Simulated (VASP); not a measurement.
Wanted: the native input for a VASP 6.6.1 run.

| Quantity | Value |
| --- | --- |
| Task | single point |
| Functional | PBEsol |
| Potentials or basis | VASP PAW PBE potentials, release 64 (Mg, I) |
| Cutoff | 520 eV |
| k mesh | 6 × 6 × 4 |
| Occupations | gaussian, width 0.05 eV |
| Spin | no spin polarisation |
| Dipole correction | no |
| Further INCAR settings | ALGO = Normal; EDIFF = 1e-07; NBANDS = 15 |

The structure of MgI2 lies in POSCAR:

```
MgI2
1.0
    3.9087814674      0.0000000000      0.0000000000
   -1.9543907337      3.3851040486      0.0000000000
    0.0000000000      0.0000000000      7.7488670762
Mg I
1 2
Direct
    0.0000000000      0.0000000000      0.0000000000
    0.3333333333      0.6666666667      0.7576300000
    0.6666666667      0.3333333333      0.2423700000
```

This cell differs from its parent crystal: ratio of the length along z to the lengths across it x 1.2, volume and fractional coordinates fixed.

The input as run:

INCAR

```
PREC = Accurate
ENCUT = 520
EDIFF = 1E-7
ISMEAR = 0
SIGMA = 0.05
LREAL = False
LASPH = True
NELM = 60
ALGO = Normal
ISIF = 2
LWAVE = False
LCHARG = False
GGA = PS
NBANDS = 15
```

KPOINTS

```
Automatic mesh
0
Gamma
  6 6 4
```

Potentials or basis: VASP PAW PBE potentials, release 64 (Mg, I).

Run with:

```console
$ cat potpaw_PBE.64/Mg/POTCAR potpaw_PBE.64/I/POTCAR > POTCAR
$ mpirun -np 1 vasp_std > vasp.out
```

Results of the run:

```yaml
Pressure: 0.2 GPa
Largest_force: 0.628 eV/Å
Band_gap_on_the_k_mesh: 2.83 eV, indirect (least direct gap 3.01 eV)
```

Caveat: the PAW data sets were made with another functional, which shifts forces and pressure a little; spin-orbit coupling is left out, which moves the levels of the heavy elements; this functional lacks dispersion, which binds the layers, so the pressure and a relaxed spacing across them are unreliable.

It took 76 s on 1 thread of Intel(R) Xeon(R) Platinum 8259CL CPU @ 2.50GHz (Skylake/Cascade Lake), with other jobs on the host, peak memory 0.23 GiB.
